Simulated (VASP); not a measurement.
Input of a VASP 6.6.1 run:

File INCAR:

```
SYSTEM = B2As3
  PREC = Accurate
  ENCUT = 520
  EDIFF = 1E-7
  ISMEAR = 0
  SIGMA = 0.1
  LREAL = .False.
  LASPH = .True.
  NELM = 100
  ALGO = Normal
  ISIF = 2
  LWAVE = .False.
  LCHARG = .False.
  GGA = PE
  NBANDS = 32
```

KPOINTS

```
Automatic mesh
0
Gamma
  10 10 2
  0 0 0
```

POSCAR

```
B2As3
1.0
    3.4604242200     -0.0009530258     -0.0005075012
   -1.7301537406      3.0027279500      0.0131139942
   -0.0812984130     -0.1423232611     14.9667921429
B As
4 6
Direct
    0.1690062131      0.3406602258      0.8164544170
    0.8309926596      0.6735263259      0.6299735092
    0.8309937869      0.6593397742      0.1835455830
    0.1690073404      0.3264736741      0.3700264908
    0.3168071969      0.6346896487      0.9484960976
    0.8343928058      0.6731919158      0.7700888240
    0.4961511714      0.0061853957      0.5865525616
    0.6831928031      0.3653103513      0.0515039024
    0.1656071942      0.3268080842      0.2299111760
    0.5038488286      0.9938146043      0.4134474384
```

Potentials or basis: VASP PAW PBE potentials, release 64 (B, As).

The run is started by

```sh
$ cat potpaw_PBE.64/B/POTCAR potpaw_PBE.64/As/POTCAR > POTCAR
$ mpirun -np 1 vasp_std > vasp.out
```

**Question.** Predict the band gap on the k mesh.

**Answer.** Zero (band 21 reaches 7.01 eV, above the bottom of band 22 at 5.92 eV).

**Question.** Estimate the largest force.

**Answer.** 0.052 eV/Å.

**Question.** Estimate the pressure.

**Answer.** 0.4 GPa.

Forces in eV/Å, atoms in the order of the input:
```
B    0.000 -0.010  0.006
B    0.000  0.007 -0.003
B    0.000  0.010 -0.006
B    0.000 -0.007  0.003
As  -0.004  0.040 -0.033
As   0.000 -0.006  0.005
As   0.002 -0.001 -0.019
As   0.004 -0.040  0.033
As   0.000  0.006 -0.005
As  -0.002  0.001  0.019
```
